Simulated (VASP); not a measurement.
# Te2Mo (P6_3/mmc) in VASP: a series of runs, part 2 of 2

VASP 6.6.1.

## (3) Relaxation of shape and atoms at fixed volume, PBE+D3(BJ) (24.90 Å³/atom)

This run uses another cell than the first one, of 24.90 Å³/atom.

Input file INCAR:

```
PREC = Accurate ; ENCUT = 600
EDIFF = 1E-7 ; ISMEAR = 0
SIGMA = 0.02 ; LREAL = False
LASPH = True ; NELM = 60
ALGO = Normal ; ISIF = 4
LWAVE = False ; LCHARG = False
GGA = PE ; IVDW = 12
IBRION = 2 ; NSW = 50
EDIFFG = -0.01
```

Input file KPOINTS:

```
regular mesh
0
Gamma
  12 12 2
```

Input file POSCAR:

```
Te2Mo
1.0
    3.5310212211      0.0000000000      0.0000000000
   -1.7655106106      3.0579540788      0.0000000000
    0.0000000000      0.0000000000     13.8365055972
Te Mo
4 2
Direct
    0.3333333333      0.6666666667      0.6173401534
    0.6666666667      0.3333333333      0.1173401534
    0.3333333333      0.6666666667      0.8826598466
    0.6666666667      0.3333333333      0.3826598466
    0.3333333333      0.6666666667      0.2500000000
    0.6666666667      0.3333333333      0.7500000000
```

Potentials or basis: VASP PAW PBE potentials, release 64 (Te, Mo_sv).

Run with:

```sh
$ cat potpaw_PBE.64/Te/POTCAR potpaw_PBE.64/Mo_sv/POTCAR > POTCAR
$ mpirun -np 1 vasp_std > vasp.out
```

OUTCAR:

```text
PREC = Accurate
   ENCUT = 600
   EDIFF = 1E-7
   ISMEAR = 0
   LREAL = False
   LASPH = True
   NELM = 60
   ISIF = 4
   GGA = PE
   IVDW = 12
   IBRION = 2
   NSW = 50
   EDIFFG = -0.01
 IVDW          = 12

 ion  position               nearest neighbor table
   1  0.333  0.667  0.617-   6 2.74   6 2.74   6 2.74   3 3.67
   2  0.667  0.333  0.117-   5 2.74   5 2.74   5 2.74   4 3.67
   3  0.333  0.667  0.883-   6 2.74   6 2.74   6 2.74   1 3.67
   4  0.667  0.333  0.383-   5 2.74   5 2.74   5 2.74   2 3.67
   5  0.333  0.667  0.250-   2 2.74   4 2.74   2 2.74   4 2.74   2 2.74   4 2.74
   6  0.667  0.333  0.750-   1 2.74   3 2.74   1 2.74   3 2.74   1 2.74   3 2.74

  LATTYP: Found a hexagonal cell.
 ALAT       =     3.5310212211
 C/A-ratio  =     3.9185563413

  Lattice vectors:

 A1 = (   3.5310212211,   0.0000000000,   0.0000000000)
 A2 = (  -1.7655106106,   3.0579540788,   0.0000000000)
 A3 = (   0.0000000000,   0.0000000000,  13.8365055972)

Analysis of symmetry for initial positions (statically):
=====================================================================
 Subroutine PRICEL returns:
 Original cell was already a primitive cell.

 Routine SETGRP: Setting up the symmetry group for a
 hexagonal supercell.

 Subroutine GETGRP returns: Found 24 space group operations
 (whereof 12 operations were pure point group operations)
 out of a pool of 24 trial point group operations.

The static configuration has the point symmetry D_3d.
[... 155 lines left out ...]
 non-spin polarized calculation
 Gauss-broadening in eV      SIGMA  =   0.02
  energy-cutoff  :      600.00
  volume of cell :      149.40
 maximum number of plane-waves:      5012
   NGX = 15   NGY = 15   NGZ = 55

--------------------------------------- Ionic step        1  -------------------------------------------

 number of electron      52.0000000 magnetization

 Free energy of the ion-electron system (eV)
  ---------------------------------------------------
  ext. energy  EPLUGINS =         0.00000000
  ---------------------------------------------------
  free energy    TOTEN  =       -35.96388271 eV

  energy without entropy =      -35.96388271  energy(sigma->0) =      -35.96388271

------------------------ aborting loop because EDIFF is reached ----------------------------------------

 Edisp (eV)   -3.22649

 E8    (eV) :    -1.4873
[... 167 lines left out ...]
--------------------------------------- Ionic step        5  -------------------------------------------

 number of electron      52.0000001 magnetization

 Free energy of the ion-electron system (eV)
  ---------------------------------------------------
  ext. energy  EPLUGINS =         0.00000000
  ---------------------------------------------------
  free energy    TOTEN  =       -35.98649237 eV

  energy without entropy =      -35.98649237  energy(sigma->0) =      -35.98649237

 E-fermi :   8.3767     XC(G=0): -10.4694

 val. band max:        8.1836715369   @ k =   0.0000   0.0000   0.0000
 cond. band min:       8.9214753995   @ k =   0.2500   0.1667   0.0000
 fundamental gap:      0.7378038625
 Fermi energy:         8.3766558212

 k-point     1 :       0.0000    0.0000    0.0000
  band No.  band energies     occupation
      1     -52.6329      2.00000
      2     -52.6329      2.00000
      3     -26.7990      2.00000
      4     -26.7990      2.00000
      5     -26.6714      2.00000
      6     -26.6714      2.00000
[... 805 lines left out ...]
     30       9.7779      0.00000
     31      10.9469      0.00000

 [... further k-points ...]

------------------------ aborting loop because EDIFF is reached ----------------------------------------

 Edisp (eV)   -3.22739

 E8    (eV) :    -1.4879
[... 29 lines left out ...]
  FREE ENERGIE OF THE ION-ELECTRON SYSTEM (eV)
  ---------------------------------------------------
  free  energy   TOTEN  =       -39.2138836685 eV

  energy  without entropy=      -39.2138836685  energy(sigma->0) =      -39.21388367

 reached required accuracy - stopping structural energy minimisation
```

OSZICAR:

```text
N       E                     dE             d eps       ncg     rms          rms(c)
DAV:   1     0.444176263916E+03    0.44418E+03   -0.29091E+04  2700   0.168E+03
[... 52 lines left out ...]
DAV:   3    -0.359883913401E+02    0.47432E-02   -0.17579E-02  2812   0.667E-01    0.265E-01
DAV:   4    -0.359868007781E+02    0.15906E-02   -0.89490E-03  2883   0.431E-01    0.340E-01
DAV:   5    -0.359864845253E+02    0.31625E-03   -0.19985E-03  2972   0.190E-01    0.382E-02
DAV:   6    -0.359864910018E+02   -0.64765E-05   -0.14641E-04  2882   0.573E-02    0.355E-02
DAV:   7    -0.359864928362E+02   -0.18344E-05   -0.67968E-06  2837   0.122E-02    0.812E-03
DAV:   8    -0.359864923269E+02    0.50929E-06   -0.53271E-06  3064   0.120E-02    0.270E-03
DAV:   9    -0.359864923709E+02   -0.44020E-07   -0.27394E-07  2127   0.271E-03
   5 F= -.39213884E+02 E0= -.39213884E+02  d E =-.751212E-02
```

Run time: 7.1 min. Hardware: 1 thread of Intel Xeon 6975P-C (Granite Rapids), shared host; peak memory 0.42 GiB.

Results:

| Quantity | Value |
| --- | --- |
| Free energy | -39.2139 eV |
| Energy gained by relaxing | 3.9 meV/atom |
| Ionic steps | 5 |
| Pressure after relaxing | -1.2 GPa |
| Largest force after relaxing | 0.004 eV/Å |
| Band gap on the k mesh | 0.74 eV (least direct gap 1.05 eV) |
| Dispersion energy per atom | -0.538 eV |

Forces in eV/Å, atoms in the order of the input:
```
Te   0.000  0.000 -0.004
Te   0.000  0.000 -0.004
Te   0.000  0.000  0.004
Te   0.000  0.000  0.004
Mo   0.000  0.000  0.000
Mo   0.000  0.000  0.000
```

The path:
| step | energy change (eV) | largest force (eV/Å) | pressure (GPa) | volume (Å³) |
| --- | --- | --- | --- | --- |
| 1 | 0.0000 | 0.3717 | -2.94 | 149.40 |
| 2 | -0.0159 | 0.0766 | -1.86 | 149.40 |
| 3 | -0.0160 | 0.0507 | -1.77 | 149.40 |
| 4 | -0.0207 | 0.0291 | -1.54 | 149.40 |
| 5 | -0.0235 | 0.0039 | -1.18 | 149.40 |

Final structure:
```
CELL_PARAMETERS angstrom
3.51702 0.00000 0.00000
-1.75851 3.04583 0.00000
0.00000 0.00000 13.94688
ATOMIC_POSITIONS crystal
Te 0.33333 0.66667 0.61987
Te 0.66667 0.33333 0.11987
Te 0.33333 0.66667 0.88013
Te 0.66667 0.33333 0.38013
Mo 0.33333 0.66667 0.25000
Mo 0.66667 0.33333 0.75000
```

Caveat: semilocal functionals underestimate gaps, and a narrow one can read as zero; spin-orbit coupling is left out, which moves the levels of the heavy elements.
